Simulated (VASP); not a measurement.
# CdRh2S4 (C2) in VASP: single point with PBEsol

Aim: the single point of CdRh2S4 with PBEsol.

Program: VASP 6.6.1. These are calculated values, not measurements. Logs are shortened: lines on timing, memory, paths and dates and some standing lists are left out, and cuts for length are marked.

### Step 1. The cell of the first run

Symmetry: C2, No. 5, monoclinic system. The conventional cell has a = 10.482 Å, b = 6.330 Å, c = 5.247 Å, α = 90.00°, β = 119.68°, γ = 90.00°. Within 3.4 Å of Cd (site symmetry 2) lie 4 S at 2.59 to 2.60 Å and 2 Rh at 3.03 to 3.29 Å. Rh (site symmetry 2) has 4 S at 2.25 to 2.26 Å and 2 Rh at 2.63 Å within 3.0 Å. Within 3.1 Å of Rh (site symmetry 2) lie 4 S at 2.25 to 2.27 Å and 2 Rh at 2.63 Å and 1 Cd at 3.03 Å. S (site symmetry 1) has 2 Rh at 2.25 to 2.26 Å and 1 Cd at 2.60 Å within 3.0 Å. S (site symmetry 1) has 2 Rh at 2.25 to 2.27 Å and 1 Cd at 2.59 Å within 3.0 Å.

### Step 2. Single point, PBEsol

The input, INCAR:

```
SYSTEM = CdRh2S4
PREC = Accurate ; ENCUT = 520
EDIFF = 1E-7 ; ISMEAR = -1
SIGMA = 0.05 ; LREAL = .False.
LASPH = .True. ; NELM = 80
ALGO = Normal ; ISIF = 2
LWAVE = .False. ; LCHARG = .False.
GGA = PS ; NBANDS = 42
```

The input, KPOINTS:

```
Automatic mesh
0
Gamma
  4 4 4
  0 0 0
```

The input, POSCAR:

```
CdRh2S4
1.0
   -4.5614674273      3.1699872144      2.6323200414
    4.5395044198     -3.1687927469      2.6144867461
    4.5677124784      3.1598036740     -2.6336732255
Cd Rh S
1 2 4
Direct
    0.0248449299      0.0118758199      0.0100186029
    0.0204751799      0.5118787931      0.5056532084
    0.5043064153      0.0118813121      0.4894876635
    0.0505662402      0.8974459849      0.4359807281
    0.5652367532      0.1263102092      0.1501808045
    0.9703676912      0.3910452043      0.8484010981
    0.4840553713      0.6327140861      0.5763805368
```

Potentials or basis: VASP PAW PBE potentials, release 64 (Cd, Rh_pv, S).

The run is started by

```bash
cat potpaw_PBE.64/Cd/POTCAR potpaw_PBE.64/Rh_pv/POTCAR potpaw_PBE.64/S/POTCAR > POTCAR
mpirun -np 1 vasp_std > vasp.out
```

OUTCAR:

```text
SYSTEM = CdRh2S4
   PREC = Accurate
   ENCUT = 520
   EDIFF = 1E-7
   ISMEAR = -1
   LREAL = .False.
   LASPH = .True.
   NELM = 80
   ISIF = 2
   GGA = PS

 ion  position               nearest neighbor table
   1  0.025  0.012  0.010-   7 2.59   6 2.59   5 2.60   4 2.60   3 3.03   3 3.29
   2  0.020  0.512  0.506-   6 2.25   7 2.25   4 2.26   5 2.26   3 2.63   3 2.63
   3  0.504  0.012  0.489-   5 2.25   4 2.25   7 2.27   6 2.27   2 2.63   2 2.63   1 3.03   1 3.29

   4  0.051  0.897  0.436-   3 2.25   2 2.26   1 2.60
   5  0.565  0.126  0.150-   3 2.25   2 2.26   1 2.60
   6  0.970  0.391  0.848-   2 2.25   3 2.27   1 2.59
   7  0.484  0.633  0.576-   2 2.25   3 2.27   1 2.59

  LATTYP: Found a base centered monoclinic cell.
 ALAT       =    10.4818849975
 B/A-ratio  =     0.6038793705
 C/A-ratio  =     0.5005638674
 COS(beta)  =    -0.4950962808

  Lattice vectors:

 A1 = (  -4.5395044198,   3.1687927469,  -2.6144867461)
 A2 = (  -4.5457494709,  -3.1609981415,  -2.6131335620)
 A3 = (  -0.0219630075,   0.0011944675,   5.2468067875)

Analysis of symmetry for initial positions (statically):
=====================================================================
 Subroutine PRICEL returns:
 Original cell was already a primitive cell.

 Routine SETGRP: Setting up the symmetry group for a
 base centered monoclinic supercell.

 Subroutine GETGRP returns: Found  1 space group operations
 (whereof  1 operations were pure point group operations)
 out of a pool of  4 trial point group operations.

The static configuration has the point symmetry C_1 .

Analysis of symmetry for dynamics (positions and initial velocities):
=====================================================================
 Subroutine PRICEL returns:
 Original cell was already a primitive cell.

 Routine SETGRP: Setting up the symmetry group for a
 base centered monoclinic supercell.

 Subroutine GETGRP returns: Found  1 space group operations
 (whereof  1 operations were pure point group operations)
 out of a pool of  4 trial point group operations.

The dynamic configuration has the point symmetry C_1 .

 Subroutine INISYM returns: Found  1 space group operations
 (whereof  1 operations are pure point group operations),
 and found     1 'primitive' translations

----------------------------------------------------------------------------------------

                                     Primitive cell

  volume of cell :     151.2296

  direct lattice vectors                    reciprocal lattice vectors
    -4.561467427  3.169987214  2.632320041     0.000557429  0.158023290  0.190558473
     4.539504420 -3.168792747  2.614486746     0.110205461 -0.000067887  0.191053447
     4.567712478  3.159803674 -2.633673225     0.109959750  0.157874705  0.000424348

  length of vectors
     6.146943373  6.122408741  6.146917211     0.247556463  0.220559896  0.192394774

  position of ions in fractional coordinates (direct lattice)
     0.024844930  0.011875820  0.010018603
     0.020475180  0.511878793  0.505653208
     0.504306415  0.011881312  0.489487664
     0.050566240  0.897445985  0.435980728
     0.565236753  0.126310209  0.150180805
     0.970367691  0.391045204  0.848401098
     0.484055371  0.632714086  0.576380537

  ion indices of the primitive-cell ions
   primitive index   ion index
                 1           1
                 2           2
                 3           3
                 4           4
                 5           5
                 6           6
                 7           7

----------------------------------------------------------------------------------------

 KPOINTS: Automatic mesh

Automatic generation of k-mesh.
 Grid dimensions read from file:
 generate k-points for:    4    4    4

 Generating k-lattice:

  Cartesian coordinates                     Fractional coordinates (reciprocal lattice)
     0.000139357  0.039505822  0.047639618     0.250000000  0.000000000  0.000000000
     0.027551365 -0.000016972  0.047763362    -0.000000000  0.250000000  0.000000000
     0.027489937  0.039468676  0.000106087    -0.000000000 -0.000000000  0.250000000

  Length of vectors
     0.061889116  0.055139974  0.048098694

  Shift w.r.t. Gamma in fractional coordinates (k-lattice)
     0.000000000  0.000000000  0.000000000

 Subroutine IBZKPT returns following result:
 ===========================================

 Found     36 irreducible k-points:

 Following reciprocal coordinates:
            Coordinates               Weight
  0.000000  0.000000  0.000000      1.000000
  0.250000 -0.000000  0.000000      2.000000
  0.000000 -0.250000  0.250000      2.000000
  0.500000 -0.000000  0.000000      1.000000
 -0.000000  0.500000  0.500000      1.000000
 -0.000000  0.250000 -0.000000      2.000000
[... 16 lines left out ...]
  0.250000  0.250000  0.250000      2.000000
  0.500000  0.250000  0.250000      2.000000
 [... further k-points ...]
   k-points           NKPTS =     36   k-points in BZ     NKDIM =     36   number of bands    NBANDS=     42
   number of dos      NEDOS =    301   number of ions     NIONS =      7
   total plane-waves  NPLWV = 110592
   dimension x,y,z NGX =    48 NGY =   48 NGZ =   48
   dimension x,y,z NGXF=    96 NGYF=   96 NGZF=   96
   ions per type =               1   2   4
   NGX,Y,Z   is equivalent  to a cutoff of  12.98, 13.03, 12.98 a.u.
   NGXF,Y,Z  is equivalent  to a cutoff of  25.96, 26.07, 25.96 a.u.
 SYSTEM =  CdRh2S4
   PREC   = accura    normal or accurate (medium, high low for compatibility)
   ISTART =      0    job   : 0-new  1-cont  2-samecut
   ICHARG =      2    charge: 1-file 2-atom 10-const
   ISPIN  =      1    spin polarized calculation?
   LNONCOLLINEAR =      F non collinear calculations
   LSORBIT =      F    spin-orbit coupling
   LASPH  =      T    aspherical Exc in radial PAW
   ENCUT  =  520.0 eV  38.22 Ry    6.18 a.u.  11.43 11.38 11.43*2*pi/ulx,y,z
   NELM   =     80;   NELMIN=  2; NELMDL= -5     # of ELM steps
   EDIFF  = 0.1E-06   stopping-criterion for ELM
   LREAL  =      F    real-space projection
   EDIFFG = 0.1E-05   stopping-criterion for IOM
   NSW    =      0    number of steps for IOM
   IBRION =     -1    ionic relax: 0-MD 1-quasi-New 2-CG
   NFREE  =      0    steps in history (QN), initial steepest desc. (CG)
   ISIF   =      2    stress and relaxation
   ISYM   =      2    0-nonsym 1-usesym 2-fastsym
   POTIM  = 0.5000    time-step for ionic-motion
   TEBEG  =    0.0;   TEEND  =   0.0 temperature during run
   PSTRESS=    0.0 pullay stress
   NELECT =      66.0000    total number of electrons
   NUPDOWN=      -1.0000    fix difference up-down
   EMIN   =  10.00;   EMAX   =-10.00  energy-range for DOS
   EFERMI =   0.00;   METHOD = LEGACY
   ISMEAR =    -1;   SIGMA  =   0.05  broadening in eV -4-tet -1-fermi 0-gaus
   EFERMI_NEDOS =   21; number of points for ismear=-14 and -15
   IALGO  =     38    algorithm
   IMIX   =      4    mixing-type and parameters
     AMIX     =   0.40;   BMIX     =  1.00
     AMIX_MAG =   1.60;   BMIX_MAG =  1.00
  volume/ion in A,a.u.               =      21.60       145.79
  Fermi-wavevector in a.u.,A,eV,Ry     =   1.241778  2.346620 20.980349  1.542012
  Thomas-Fermi vector in A             =   2.376161
   LORBIT       =      0    0 simple, 1 ext, 2 COOP (PROOUT), +10 PAW based schemes
   GGA     = PS    functional components
   LHFCALC =     F    Hartree Fock is set to
   AEXX    =    0.0000 exact exchange contribution
   IVDW    =     0    specifies the selected vdW correction
   LEPSILON=     F    determine dielectric tensor
   LRPA    =     F    only Hartree local field effects (RPA)
 non-spin polarized calculation
  energy-cutoff  :      520.00
  volume of cell :      151.23
 maximum number of plane-waves:      4094
 NGX is ok and might be reduce to    48
   NGX = 23   NGY = 23   NGZ = 23

 number of electron      65.9999998 magnetization

 Free energy of the ion-electron system (eV)
  ---------------------------------------------------
  ext. energy  EPLUGINS =         0.00000000
  ---------------------------------------------------
  free energy    TOTEN  =       -36.29564274 eV

  energy without entropy =      -36.28564023  energy(sigma->0) =      -36.29064148

 E-fermi :   4.4029     XC(G=0):  -9.9949

 val. band max:        4.3683280049   @ k =  -0.2500  -0.2500   0.2500
 cond. band min:       4.4373426873   @ k =   0.5000   0.5000  -0.0000
 fundamental gap:      0.0690146824
 Fermi energy:         4.4028979062

 k-point     1 :       0.0000    0.0000    0.0000
  band No.  band energies     occupation
      1     -43.4045      2.00000
      2     -42.8853      2.00000
      3     -42.8462      2.00000
      4     -42.7853      2.00000
      5     -42.7467      2.00000
      6     -42.5938      2.00000
[... 34 lines left out ...]
     41      10.8293      0.00000
     42      10.9777      0.00000

 k-point     2 :       0.2500   -0.0000    0.0000
  band No.  band energies     occupation
      1     -43.3324      2.00000
      2     -42.9562      2.00000
      3     -42.8374      2.00000
      4     -42.7938      2.00000
      5     -42.7492      2.00000
      6     -42.5967      2.00000
[... 34 lines left out ...]
     41      10.2013      0.00000
     42      11.2343      0.00000

 k-point     3 :       0.0000   -0.2500    0.2500
  band No.  band energies     occupation
      1     -43.3324      2.00000
      2     -42.9562      2.00000
      3     -42.8374      2.00000
      4     -42.7938      2.00000
      5     -42.7492      2.00000
      6     -42.5967      2.00000
[... 34 lines left out ...]
     41      10.2013      0.00000
     42      11.2343      0.00000

 k-point     4 :       0.5000   -0.0000    0.0000
  band No.  band energies     occupation
      1     -43.1958      2.00000
      2     -43.0936      2.00000
      3     -42.8183      2.00000
      4     -42.8128      2.00000
      5     -42.7492      2.00000
      6     -42.5997      2.00000
[... 844 lines left out ...]
     41      10.6128      0.00000
     42      10.8486      0.00000

 k-point    23 :       0.2500    0.2500    0.2500
  band No.  band energies     occupation
      1     -43.1958      2.00000
      2     -43.0936      2.00000
      3     -42.8183      2.00000
      4     -42.8128      2.00000
      5     -42.7492      2.00000
      6     -42.5997      2.00000
[... 34 lines left out ...]
     41      10.3843      0.00000
     42      11.0317      0.00000

 k-point    24 :       0.5000    0.2500    0.2500
  band No.  band energies     occupation
      1     -43.3324      2.00000
      2     -42.9562      2.00000
      3     -42.8374      2.00000
      4     -42.7938      2.00000
      5     -42.7492      2.00000
      6     -42.5967      2.00000
[... 34 lines left out ...]
     41      10.2039      0.00000
     42      10.8041      0.00000

 [... further k-points ...]

------------------------ aborting loop because EDIFF is reached ----------------------------------------

  FORCE on cell =-STRESS in cart. coord.  units (eV):
  Direction    XX          YY          ZZ          XY          YZ          ZX
  --------------------------------------------------------------------------------------
  -------------------------------------------------------------------------------------
  Total       -0.0053003      0.0298561     -0.0655722      0.0000073     -0.0002457     -0.0051513
  in kB       -0.0561532      0.3163061     -0.6946936      0.0000775     -0.0026030     -0.0545748
  external PRESSURE =      -0.1448469 kB  Pullay stress =       0.0000000 kB

 VOLUME and BASIS-vectors are now :
 -----------------------------------------------------------------------------
  energy-cutoff  :      520.00
  volume of cell :      151.23
      direct lattice vectors                 reciprocal lattice vectors
    -4.561467427  3.169987214  2.632320041     0.000557429  0.158023290  0.190558473
     4.539504420 -3.168792747  2.614486746     0.110205461 -0.000067887  0.191053447
     4.567712478  3.159803674 -2.633673225     0.109959750  0.157874705  0.000424348

 POSITION                                       TOTAL-FORCE (eV/Angst)
 -----------------------------------------------------------------------------------
     -0.01366      0.07278      0.07006        -0.000115     -0.000086      0.000023
      4.53996      0.04063      0.06047         0.000084     -0.002661     -0.000093
     -0.01060      3.10768      0.06941         0.000094      0.005789     -0.000077
      5.83474     -1.30591      1.33124        -0.004139      0.037631     -0.013444
     -1.31894      1.86608      1.42259         0.004248      0.037558      0.013540
      1.22410      4.51769      1.34229        -0.003023     -0.039101      0.014958
      3.29695      1.35076      1.41041         0.002852     -0.039129     -0.014907
 -----------------------------------------------------------------------------------
    total drift:                                0.000077      0.000315     -0.000204

  FREE ENERGIE OF THE ION-ELECTRON SYSTEM (eV)
  ---------------------------------------------------
  free  energy   TOTEN  =       -36.2956427441 eV

  energy  without entropy=      -36.2856402252  energy(sigma->0) =      -36.29064148
```

It took 3.6 min on 1 thread of Intel Xeon Platinum 8488C (Sapphire Rapids), shared host; peak memory 0.43 GiB.

What came out:

| Quantity | Value |
| --- | --- |
| Free energy | -36.2956 eV |
| Pressure | 0.0 GPa |
| Largest force | 0.042 eV/Å |
| Band gap on the k mesh | 0.07 eV (least direct gap 0.28 eV) |

Forces on the atoms (eV/Å):
```
Cd   0.000  0.000  0.000
Rh   0.000 -0.003  0.000
Rh   0.000  0.006  0.000
S   -0.004  0.038 -0.013
S    0.004  0.038  0.014
S   -0.003 -0.039  0.015
S    0.003 -0.039 -0.015
```

Stress tensor (GPa, compression positive):
```
-0.01  0.00 -0.01
 0.00  0.03  0.00
-0.01  0.00 -0.07
```

Levels at points of the mesh, in eV from the valence-band top:
```
           k point  band 29  band 30  band 31  band 32  band 33  band 34  band 35  band 36  band 37  band 38
(0.00, 0.00, 0.00)    -2.57    -1.83    -1.42    -1.27    -1.02     0.41     0.60     0.79     1.86     1.96
(0.50, 0.00, 0.00)    -2.75    -0.91    -0.81    -0.52    -0.26     0.85     0.96     1.19     1.24     2.26
(0.00, 0.50, 0.50)    -2.75    -0.91    -0.81    -0.52    -0.26     0.85     0.96     1.19     1.24     2.26
(0.00, 0.50, 0.00)    -2.78    -1.59    -1.45    -0.35    -0.22     0.79     0.96     1.00     1.03     3.07
(0.50, 0.50, 0.00)    -1.89    -1.69    -1.41    -0.59    -0.21     0.07     0.36     0.57     1.22     3.27
(0.00, 0.00, 0.50)    -1.89    -1.69    -1.41    -0.59    -0.21     0.07     0.36     0.57     1.22     3.27
(0.50, 0.00, 0.50)    -2.61    -1.49    -1.32    -0.40    -0.33     0.72     0.81     0.86     1.00     3.13
(0.50, 0.50, 0.50)    -1.80    -1.57    -1.41    -0.70    -0.29     0.18     0.65     0.66     0.82     3.59
```

Caveat: the PAW data sets were made with another functional, which shifts forces and pressure a little. A k mesh can miss the band edges.
